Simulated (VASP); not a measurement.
Runs of VASP 6.6.1 on PtSe2 (Sudovikovite). The structure is trigonal, space group P-3m1 (No. 164). Conventional cell: a = 3.724 Å, b = 3.724 Å, c = 5.062 Å, α = 90.00°, β = 90.00°, γ = 120.00°. Within 3.3 Å of Pt (site symmetry -3m) lie 6 Se at 2.49 Å. Se (site symmetry 3m) has 3 Pt at 2.49 Å within 3.3 Å. 

```csv
k mesh,gap on the mesh (eV),pressure (GPa),largest force (eV/Å)
3 × 3 × 2,none,-0.3,(a)
5 × 5 × 3,none,-0.1,0.19
4 × 4 × 3,none,-0.3,0.16
6 × 6 × 4,none,0.0,(b)
```

Alike in all rows: task single point; level LDA; potentials or basis VASP PAW LDA potentials, release 64 (Pt, Se); no spin polarisation; cell as given; cutoff (eV) 500; smearing fermi-dirac 0.15 eV.

**Question.** Fill in the values left out.

**Answer.** (a) 0.10; (b) 0.26.

Caveats: some runs use coarse meshes; spin-orbit coupling is left out, which moves the levels of the heavy elements.

A k mesh can miss the band edges, and the runs leave out spin-orbit coupling on Pt, Se.

A gap of «none» marks levels without a gap at the run's occupations.
